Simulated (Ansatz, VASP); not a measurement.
**Two plane-wave programs on FeCo3**

INCAR

```
SYSTEM = FeCo3
ALGO = Normal
EDIFF = 1E-6
ENCUT = 520
GGA = PS
ISIF = 2
ISMEAR = 0
ISPIN = 2
LASPH = .True.
LCHARG = .False.
LMAXMIX = 4
LORBIT = 11
LREAL = .False.
LWAVE = .False.
MAGMOM = 2.77 1.78 1.78 1.78
NBANDS = 30
NELM = 150
PREC = Accurate
SIGMA = 0.1
```

File KPOINTS:

```
k-points
0
Gamma
  12 12 12
  0 0 0
```

The input POSCAR:

```
FeCo3
1.0
    3.5560544731      0.0000000000      0.0000000000
    0.0000000000      3.5560544731      0.0000000000
    0.0000000000      0.0000000000      3.5560544731
Fe Co
1 3
Direct
    0.0000000000      0.0000000000      0.0000000000
    0.5000000000      0.5000000000      0.0000000000
    0.5000000000      0.0000000000      0.5000000000
    0.0000000000      0.5000000000      0.5000000000
```

Input for Ansatz:

```yaml
crystal:
  lattice:
    - [3.556054449, 0.0, 0.0]
    - [0.0, 3.556054449, 0.0]
    - [0.0, 0.0, 3.556054449]
  atoms:
    - { symbol: Fe, position: [0.0, 0.0, 0.0], spin: 2.77 }
    - { symbol: Co, position: [0.5, 0.5, 0.0], spin: 1.78 }
    - { symbol: Co, position: [0.5, 0.0, 0.5], spin: 1.78 }
    - { symbol: Co, position: [0.0, 0.5, 0.5], spin: 1.78 }
basis:
  ecutwfc: 420
kpoints:
  mp_grid: { grid: [12, 12, 12] }
hamiltonian:
  xc: pbesol
scf:
  occupations: { method: gaussian, width: 0.1 }
output:
  forces: true
  stress: true
  eigenvalues: true
  populations: true
magnetization:
  spin_polarized: true
```

Alike in both runs: task single point; functional PBEsol; k mesh 12 × 12 × 12; occupations gaussian, width 0.1 eV; collinear spin.

|  | VASP | Ansatz |
| --- | --- | --- |
| version | VASP 6.6.1 | Ansatz 0.2.0 |
| potentials or method | VASP PAW PBE potentials, release 64 (Fe, Co), cutoff 520 eV | scalar-relativistic, plane waves, PAW |
| valence electrons in the cell | 35 | 67 |

|  | VASP | Ansatz | Ansatz less VASP |
| --- | --- | --- | --- |
| gap on the k mesh at the Fermi level (eV) | none | none | - |
| pressure (GPa) | -12.0 | -11.4 | +0.53 |
| net moment per atom (μB) | 1.86 | 1.87 | +0.009 |
| size of the moment on the site where the two differ most (μB) | 1.62 | 1.69 | +0.063 |

VASP's potentials were made for PBE, not for PBEsol. Site moments also hang on the region over which each program counts them. A gap of «none» marks a metal or a gap that the smearing closes. VASP's potentials hold 35 valence electrons a cell and Ansatz's 67, so a difference there can come from the potentials and not from the codes.
